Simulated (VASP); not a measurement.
# Ge (Cmcm) in VASP: a series of runs

Runs on Ge. Level: LDA. Tasks: single point.

Everything below comes from runs of VASP 6.6.1. Logs are shortened: lines on timing, memory, paths and dates and some standing lists are left out, and cuts for length are marked.

**1. The cell of the first run**

Symmetry: Cmcm, No. 63, orthorhombic system. Conventional cell: a = 2.936 Å, b = 5.119 Å, c = 4.664 Å, α = 90.00°, β = 90.00°, γ = 90.00°. Within 3.8 Å of Ge (site symmetry m2m) lie 12 Ge at 2.88 to 2.95 Å.

This isn't the form of Ge at room conditions, which is diamond.

**2. Single point, LDA (17.52 Å³/atom)**

Contents of INCAR:

```
SYSTEM = Ge
PREC     = Accurate       ! precision mode
ENCUT    = 520            ! plane-wave cutoff, eV
EDIFF    = 1E-6           ! SCF threshold, eV
ISMEAR   = -1             ! smearing method
SIGMA    = 0.05           ! smearing width, eV
LREAL    = .False.        ! projectors in reciprocal space
LASPH    = .True.         ! aspherical terms in the spheres
NELM     = 60             ! most SCF steps
ALGO     = Normal         ! electronic algorithm
ISIF     = 2              ! what is computed and relaxed
LWAVE    = .False.        ! write WAVECAR
LCHARG   = .False.        ! write CHGCAR
GGA      = CA             ! functional
NBANDS   = 21             ! bands
```

Contents of KPOINTS:

```
regular mesh
0
Gamma
  10 10 6
  0 0 0
```

Contents of POSCAR:

```
Ge
1.0
    1.4679416364     -2.5596219381      0.0000000000
    1.4679416364      2.5596219381      0.0000000000
    0.0000000000      0.0000000000      4.6637015279
Ge
2
Direct
    0.3334466300      0.6665533700      0.2500000000
    0.6665533700      0.3334466300      0.7500000000
```

Potentials or basis: VASP PAW LDA potentials, release 64 (Ge_d).

Run with:

```
$ cat potpaw_LDA.64/Ge_d/POTCAR > POTCAR
$ mpirun -np 1 vasp_std > vasp.out
```

OUTCAR:

```text
SYSTEM = Ge
   PREC = Accurate
   ENCUT = 520
   EDIFF = 1E-6
   ISMEAR = -1
   LREAL = .False.
   LASPH = .True.
   NELM = 60
   ISIF = 2
   GGA = CA

 ion  position               nearest neighbor table
   1  0.333  0.667  0.250-   2 2.88   2 2.88   2 2.88   2 2.88   2 2.89   2 2.89
   2  0.667  0.333  0.750-   1 2.88   1 2.88   1 2.88   1 2.88   1 2.89   1 2.89

  LATTYP: Found a base centered orthorhombic cell.
 ALAT       =     2.9358832728
 B/A-ratio  =     1.7436809984
 C/A-ratio  =     1.5885173539

  Lattice vectors:

 A1 = (   1.4679416364,  -2.5596219381,   0.0000000000)
 A2 = (   1.4679416364,   2.5596219381,   0.0000000000)
 A3 = (   0.0000000000,   0.0000000000,   4.6637015279)

Analysis of symmetry for initial positions (statically):
=====================================================================
 Subroutine PRICEL returns:
 Original cell was already a primitive cell.

 Routine SETGRP: Setting up the symmetry group for a
 base centered orthorhombic supercell.

 Subroutine GETGRP returns: Found  8 space group operations
 (whereof  4 operations were pure point group operations)
 out of a pool of  8 trial point group operations.

The static configuration has the point symmetry C_2h.
 The point group associated with its full space group is D_2h.

Analysis of symmetry for dynamics (positions and initial velocities):
=====================================================================
 Subroutine PRICEL returns:
 Original cell was already a primitive cell.

 Routine SETGRP: Setting up the symmetry group for a
 base centered orthorhombic supercell.

 Subroutine GETGRP returns: Found  8 space group operations
 (whereof  4 operations were pure point group operations)
 out of a pool of  8 trial point group operations.

The dynamic configuration has the point symmetry C_2h.
 The point group associated with its full space group is D_2h.

 Subroutine INISYM returns: Found  8 space group operations
 (whereof  4 operations are pure point group operations),
 and found     1 'primitive' translations

----------------------------------------------------------------------------------------

                                     Primitive cell

  volume of cell :      35.0466

  direct lattice vectors                    reciprocal lattice vectors
     1.467941636 -2.559621938  0.000000000     0.340612997 -0.195341348  0.000000000
     1.467941636  2.559621938  0.000000000     0.340612997  0.195341348  0.000000000
     0.000000000  0.000000000  4.663701528     0.000000000  0.000000000  0.214421955

  length of vectors
     2.950680788  2.950680788  4.663701528     0.392651825  0.392651825  0.214421955

  position of ions in fractional coordinates (direct lattice)
     0.333446630  0.666553370  0.250000000
     0.666553370  0.333446630  0.750000000

  ion indices of the primitive-cell ions
   primitive index   ion index
                 1           1
                 2           2

----------------------------------------------------------------------------------------

 KPOINTS: regular mesh

Automatic generation of k-mesh.
 Grid dimensions read from file:
 generate k-points for:   10   10    6

 Generating k-lattice:

  Cartesian coordinates                     Fractional coordinates (reciprocal lattice)
     0.034061300 -0.019534135  0.000000000     0.100000000 -0.000000000  0.000000000
     0.034061300  0.019534135  0.000000000    -0.000000000  0.100000000  0.000000000
     0.000000000  0.000000000  0.035736993     0.000000000  0.000000000  0.166666667

  Length of vectors
     0.039265183  0.039265183  0.035736993

  Shift w.r.t. Gamma in fractional coordinates (k-lattice)
     0.000000000  0.000000000  0.000000000

 Subroutine IBZKPT returns following result:
 ===========================================

 Found    124 irreducible k-points:

 Following reciprocal coordinates:
            Coordinates               Weight
  0.000000  0.000000  0.000000      1.000000
  0.100000  0.000000  0.000000      4.000000
  0.200000  0.000000  0.000000      4.000000
  0.300000 -0.000000  0.000000      4.000000
  0.400000 -0.000000  0.000000      4.000000
  0.500000 -0.000000  0.000000      2.000000
[... 16 lines left out ...]
  0.300000  0.300000  0.000000      2.000000
  0.400000  0.300000  0.000000      4.000000
 [... further k-points ...]
   k-points           NKPTS =    124   k-points in BZ     NKDIM =    124   number of bands    NBANDS=     21
   number of dos      NEDOS =    301   number of ions     NIONS =      2
   total plane-waves  NPLWV =  20736
   dimension x,y,z NGX =    24 NGY =   24 NGZ =   36
   dimension x,y,z NGXF=    48 NGYF=   48 NGZF=   72
   ions per type =               2
   NGX,Y,Z   is equivalent  to a cutoff of  13.52, 13.52, 12.83 a.u.
   NGXF,Y,Z  is equivalent  to a cutoff of  27.04, 27.04, 25.67 a.u.
 SYSTEM =  Ge
   PREC   = accura    normal or accurate (medium, high low for compatibility)
   ISTART =      0    job   : 0-new  1-cont  2-samecut
   ICHARG =      2    charge: 1-file 2-atom 10-const
   ISPIN  =      1    spin polarized calculation?
   LNONCOLLINEAR =      F non collinear calculations
   LSORBIT =      F    spin-orbit coupling
   LASPH  =      T    aspherical Exc in radial PAW
   ENCUT  =  520.0 eV  38.22 Ry    6.18 a.u.   5.49  5.49  8.67*2*pi/ulx,y,z
   NELM   =     60;   NELMIN=  2; NELMDL= -5     # of ELM steps
   EDIFF  = 0.1E-05   stopping-criterion for ELM
   LREAL  =      F    real-space projection
   EDIFFG = 0.1E-04   stopping-criterion for IOM
   NSW    =      0    number of steps for IOM
   IBRION =     -1    ionic relax: 0-MD 1-quasi-New 2-CG
   NFREE  =      0    steps in history (QN), initial steepest desc. (CG)
   ISIF   =      2    stress and relaxation
   ISYM   =      2    0-nonsym 1-usesym 2-fastsym
   POTIM  = 0.5000    time-step for ionic-motion
   TEBEG  =    0.0;   TEEND  =   0.0 temperature during run
   PSTRESS=    0.0 pullay stress
   NELECT =      28.0000    total number of electrons
   NUPDOWN=      -1.0000    fix difference up-down
   EMIN   =  10.00;   EMAX   =-10.00  energy-range for DOS
   EFERMI =   0.00;   METHOD = LEGACY
   ISMEAR =    -1;   SIGMA  =   0.05  broadening in eV -4-tet -1-fermi 0-gaus
   EFERMI_NEDOS =   21; number of points for ismear=-14 and -15
   IALGO  =     38    algorithm
   IMIX   =      4    mixing-type and parameters
     AMIX     =   0.40;   BMIX     =  1.00
     AMIX_MAG =   1.60;   BMIX_MAG =  1.00
  volume/ion in A,a.u.               =      17.52       118.25
  Fermi-wavevector in a.u.,A,eV,Ry     =   1.519074  2.870634 31.396629  2.307587
  Thomas-Fermi vector in A             =   2.628109
   LORBIT       =      0    0 simple, 1 ext, 2 COOP (PROOUT), +10 PAW based schemes
   GGA     = CA    functional components
   LHFCALC =     F    Hartree Fock is set to
   AEXX    =    0.0000 exact exchange contribution
   IVDW    =     0    specifies the selected vdW correction
   LEPSILON=     F    determine dielectric tensor
   LRPA    =     F    only Hartree local field effects (RPA)
 non-spin polarized calculation
  energy-cutoff  :      520.00
  volume of cell :       35.05
 maximum number of plane-waves:       967
 NGX is ok and might be reduce to    24
   NGX = 11   NGY = 11   NGZ = 17

 number of electron      28.0000009 magnetization

 Free energy of the ion-electron system (eV)
  ---------------------------------------------------
  ext. energy  EPLUGINS =         0.00000000
  ---------------------------------------------------
  free energy    TOTEN  =        -9.78631344 eV

  energy without entropy =       -9.77755454  energy(sigma->0) =       -9.78193399

 E-fermi :   7.2131     XC(G=0): -11.9569

 val. band max:        7.2108336943   @ k =   0.3000   0.2000   0.5000
 cond. band min:       7.2275969741   @ k =   0.3000   0.2000   0.1667
 fundamental gap:      0.0167632798
 Fermi energy:         7.2130986613

 k-point     1 :       0.0000    0.0000    0.0000
  band No.  band energies     occupation
      1     -17.5094      2.00000
      2     -17.4956      2.00000
      3     -17.4937      2.00000
      4     -17.4914      2.00000
      5     -17.4849      2.00000
      6     -17.4813      2.00000
[... 13 lines left out ...]
     20      20.4627      0.00000
     21      21.7860      0.00000

 k-point     2 :       0.1000    0.0000    0.0000
  band No.  band energies     occupation
      1     -17.5111      2.00000
      2     -17.5004      2.00000
      3     -17.4850      2.00000
      4     -17.4808      2.00000
      5     -17.4776      2.00000
      6     -17.4746      2.00000
[... 13 lines left out ...]
     20      20.6974      0.00000
     21      21.8766      0.00000

 k-point     3 :       0.2000    0.0000    0.0000
  band No.  band energies     occupation
      1     -17.5278      2.00000
      2     -17.4936      2.00000
      3     -17.4871      2.00000
      4     -17.4843      2.00000
      5     -17.4746      2.00000
      6     -17.4595      2.00000
[... 13 lines left out ...]
     20      20.5052      0.00000
     21      21.7639      0.00000

 k-point     4 :       0.3000   -0.0000    0.0000
  band No.  band energies     occupation
      1     -17.5469      2.00000
      2     -17.5049      2.00000
      3     -17.4955      2.00000
      4     -17.4936      2.00000
      5     -17.4601      2.00000
      6     -17.4284      2.00000
[... 13 lines left out ...]
     20      19.5287      0.00000
     21      21.1171      0.00000

 k-point     5 :       0.4000   -0.0000    0.0000
  band No.  band energies     occupation
      1     -17.5614      2.00000
      2     -17.5210      2.00000
      3     -17.5040      2.00000
      4     -17.4974      2.00000
      5     -17.4459      2.00000
      6     -17.4376      2.00000
[... 13 lines left out ...]
     20      18.9557      0.00000
     21      20.5346      0.00000

 k-point     6 :       0.5000   -0.0000    0.0000
  band No.  band energies     occupation
      1     -17.5669      2.00000
      2     -17.5274      2.00000
      3     -17.5071      2.00000
      4     -17.4992      2.00000
      5     -17.4417      2.00000
      6     -17.4403      2.00000
[... 13 lines left out ...]
     20      18.7590      0.00000
     21      20.3274      0.00000

 k-point     7 :       0.1000    0.1000    0.0000
  band No.  band energies     occupation
      1     -17.5110      2.00000
      2     -17.5091      2.00000
      3     -17.4838      2.00000
      4     -17.4808      2.00000
      5     -17.4730      2.00000
      6     -17.4683      2.00000
[... 13 lines left out ...]
     20      19.4028      0.00000
     21      20.4756      0.00000
[... 291 lines left out ...]
      1     -17.5198      2.00000
      2     -17.5131      2.00000
      3     -17.5113      2.00000
      4     -17.4902      2.00000
      5     -17.4529      2.00000
      6     -17.4378      2.00000
[... 13 lines left out ...]
     20      19.9779      0.00000
     21      20.8840      0.00000

 k-point    21 :      -0.3000    0.2000    0.0000
  band No.  band energies     occupation
      1     -17.5302      2.00000
      2     -17.5003      2.00000
      3     -17.4997      2.00000
      4     -17.4883      2.00000
      5     -17.4691      2.00000
      6     -17.4463      2.00000
[... 13 lines left out ...]
     20      18.3456      0.00000
     21      21.3132      0.00000

 k-point    22 :      -0.2000    0.2000    0.0000
  band No.  band energies     occupation
      1     -17.5306      2.00000
      2     -17.4941      2.00000
      3     -17.4871      2.00000
      4     -17.4833      2.00000
      5     -17.4769      2.00000
      6     -17.4577      2.00000
[... 13 lines left out ...]
     20      20.5168      0.00000
     21      21.8873      0.00000

 k-point    23 :       0.3000    0.3000    0.0000
  band No.  band energies     occupation
      1     -17.5471      2.00000
      2     -17.4908      2.00000
      3     -17.4872      2.00000
      4     -17.4778      2.00000
      5     -17.4585      2.00000
      6     -17.4434      2.00000
[... 13 lines left out ...]
     20      23.2114      0.00000
     21      23.7872      0.00000

 k-point    24 :       0.4000    0.3000    0.0000
  band No.  band energies     occupation
      1     -17.5467      2.00000
      2     -17.4905      2.00000
      3     -17.4863      2.00000
      4     -17.4766      2.00000
      5     -17.4593      2.00000
      6     -17.4450      2.00000
[... 13 lines left out ...]
     20      23.3471      0.00000
     21      23.9592      0.00000

 [... further k-points ...]

------------------------ aborting loop because EDIFF is reached ----------------------------------------

  FORCE on cell =-STRESS in cart. coord.  units (eV):
  Direction    XX          YY          ZZ          XY          YZ          ZX
  --------------------------------------------------------------------------------------
  -------------------------------------------------------------------------------------
  Total        0.2323045      0.3060992      0.8592801      0.0000000      0.0000000      0.0000000
  in kB       10.6199575     13.9935367     39.2825764      0.0000000      0.0000000      0.0000000
  external PRESSURE =      21.2986902 kB  Pullay stress =       0.0000000 kB

 VOLUME and BASIS-vectors are now :
 -----------------------------------------------------------------------------
  energy-cutoff  :      520.00
  volume of cell :       35.05
      direct lattice vectors                 reciprocal lattice vectors
     1.467941636 -2.559621938  0.000000000     0.340612997 -0.195341348  0.000000000
     1.467941636  2.559621938  0.000000000     0.340612997  0.195341348  0.000000000
     0.000000000  0.000000000  4.663701528     0.000000000  0.000000000  0.214421955

 POSITION                                       TOTAL-FORCE (eV/Angst)
 -----------------------------------------------------------------------------------
      1.46794      0.85263      1.16593         0.000000     -0.000892      0.000000
      1.46794     -0.85263      3.49778         0.000000      0.000892     -0.000000
 -----------------------------------------------------------------------------------
    total drift:                                0.000000     -0.000000      0.000000

  FREE ENERGIE OF THE ION-ELECTRON SYSTEM (eV)
  ---------------------------------------------------
  free  energy   TOTEN  =        -9.7863134413 eV

  energy  without entropy=       -9.7775545441  energy(sigma->0) =       -9.78193399
```

Run time: 86 s. Hardware: 1 thread of Intel Xeon 8259CL, shared host; peak memory 0.19 GiB.

What came out:

```
Free energy            : -9.7863 eV
Pressure               : 2.1 GPa
Band gap on the k mesh : zero (bands 14 and 15 overlap by 9.23 eV)
```

**3. Single point, LDA (18.25 Å³/atom)**

This run uses another cell than the first one, of 18.25 Å³/atom.

Contents of INCAR:

```
SYSTEM = Ge
PREC = Accurate
ENCUT = 520
EDIFF = 1E-6
ISMEAR = -1
SIGMA = 0.05
LREAL = .False.
LASPH = .True.
NELM = 80
ALGO = Normal
ISIF = 2
LWAVE = .False.
LCHARG = .False.
NBANDS = 21
```

Contents of KPOINTS:

```
Automatic mesh
0
Gamma
  10 10 6
  0 0 0
```

Contents of POSCAR:

```
Ge
1.0
    1.4880529250     -2.5946896100      0.0000000000
    1.4880529250      2.5946896100      0.0000000000
    0.0000000000      0.0000000000      4.7275957900
Ge
2
Direct
    0.3334466300      0.6665533700      0.2500000000
    0.6665533700      0.3334466300      0.7500000000
```

Potentials or basis: VASP PAW LDA potentials, release 64 (Ge_d).

Run with:

```
$ cat potpaw_LDA.64/Ge_d/POTCAR > POTCAR
$ mpirun -np 1 vasp_std > vasp.out
```

Wall time 73 s (1 thread of Intel Xeon 8259CL, shared host); peak memory 0.19 GiB.

Results (log left out):

```yaml
Free_energy: -9.7916 eV
Pressure: -1.2 GPa
Band_gap_on_the_k_mesh: zero (bands 14 and 15 overlap by 8.86 eV)
```

Stress tensor (GPa, compression positive):
```
-2.11  0.00  0.00
 0.00 -1.91  0.00
 0.00  0.00  0.29
```

Levels at points of the mesh, in eV from the Fermi level:
```
           k point  band 11  band 12  band 13  band 14  band 15  band 16  band 17  band 18
(0.00, 0.00, 0.00)   -13.35    -7.51    -5.48     6.53     6.64     8.60     8.72     9.97
(0.50, 0.00, 0.00)    -8.45    -7.10    -2.31    -1.26    -0.86     1.49     2.41     6.54
(0.50, 0.50, 0.00)    -8.53    -7.14    -2.35    -1.29    -0.93     1.45     2.57     6.68
(0.00, 0.00, 0.50)   -11.68   -11.68     1.86     1.86     7.65     7.65     7.76     7.76
(0.50, 0.00, 0.50)    -7.03    -7.03    -4.89    -4.89     4.07     4.07     5.02     5.02
(0.50, 0.50, 0.50)    -7.10    -7.10    -4.91    -4.91     4.22     4.22     5.03     5.03
```

The gap in the log of VASP goes by the Fermi energy; the results here count the filled bands.